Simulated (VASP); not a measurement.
Input of a VASP 6.6.1 run:

File INCAR:

```
SYSTEM = K2H3Au
PREC     = Accurate       ! precision mode
ENCUT    = 520            ! plane-wave cutoff, eV
EDIFF    = 1E-7           ! SCF threshold, eV
ISMEAR   = -1             ! smearing method
SIGMA    = 0.03           ! smearing width, eV
LREAL    = .FALSE.        ! projectors in reciprocal space
LASPH    = .TRUE.         ! aspherical terms in the spheres
NELM     = 100            ! most SCF steps
ALGO     = Normal         ! electronic algorithm
ISIF     = 2              ! what is computed and relaxed
LWAVE    = .FALSE.        ! write WAVECAR
LCHARG   = .FALSE.        ! write CHGCAR
GGA      = PS             ! functional
NBANDS   = 25             ! bands
```

The input KPOINTS:

```
Automatic mesh
0
G
  6 6 4
  0 0 0
```

POSCAR

```
K2H3Au
1.0
    3.4563500551      0.0000000000      0.0000000000
   -1.7281750275      2.9932869521      0.0000000000
    0.0000000000      0.0000000000      9.3711613254
K H Au
2 3 1
Direct
    0.6666666667      0.3333333333      0.2184750496
    0.3333333333      0.6666666667      0.7815249504
    0.6666666667      0.3333333333      0.9383868749
    0.3333333333      0.6666666667      0.0616131251
    0.0000000000      0.0000000000      0.0000000000
    0.0000000000      0.0000000000      0.5000000000
```

Potentials or basis: VASP PAW PBE potentials, release 64 (K_sv, H, Au).

Launch:

```sh
$ cat potpaw_PBE.64/K_sv/POTCAR potpaw_PBE.64/H/POTCAR potpaw_PBE.64/Au/POTCAR > POTCAR
$ mpirun -np 1 vasp_std > vasp.out
```

Task: Estimate the pressure.

Result: 0.1 GPa.

Task: Estimate the largest force.

Result: 0.012 eV/Å.

Task: Predict the band gap on the k mesh.

Result: Zero (bands 16 and 17 overlap by 0.34 eV).

Forces on the atoms (eV/Å):
```
K    0.000  0.000  0.012
K    0.000  0.000 -0.012
H    0.000  0.000  0.003
H    0.000  0.000 -0.003
H    0.000  0.000  0.000
Au   0.000  0.000  0.000
```

Caveat: the PAW data sets were made with another functional, which shifts forces and pressure a little; spin-orbit coupling is left out, which moves the levels of the heavy elements.
